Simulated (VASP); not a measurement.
Crystal: C.

```
C
1.0
     0.00000    1.80683    1.80683
     1.80683    0.00000    1.80683
     1.80683    1.80683    0.00000
C
2
Direct
  0.00000 0.00000 0.00000
  0.25000 0.25000 0.25000
```

This cell differs from its parent crystal: strain +1.5%.

Program: VASP 6.6.1. Alike in all runs: task single point; potentials or basis VASP PAW PBE potentials, release 64 (C); no spin polarisation; cell as given; cutoff (eV) 520. Hardware: 1 thread of Intel(R) Xeon(R) Platinum 8259CL CPU @ 2.50GHz (Skylake/Cascade Lake), with other jobs on the host.

Q: Order these runs on this cell by their wall time, lowest first.
A. level HSE06; k mesh 8 × 8 × 8; smearing gaussian 0.01 eV; grid for exact exchange (PRECFOCK) Normal; screening parameter 0.2079 1/Å
B. level r2SCAN; k mesh 12 × 12 × 12; smearing gaussian 0.01 eV
C. level PBE; k mesh 12 × 12 × 12; smearing fermi-dirac 0.02 eV

A: C (6.9 s), B (34 s), A (760 s).
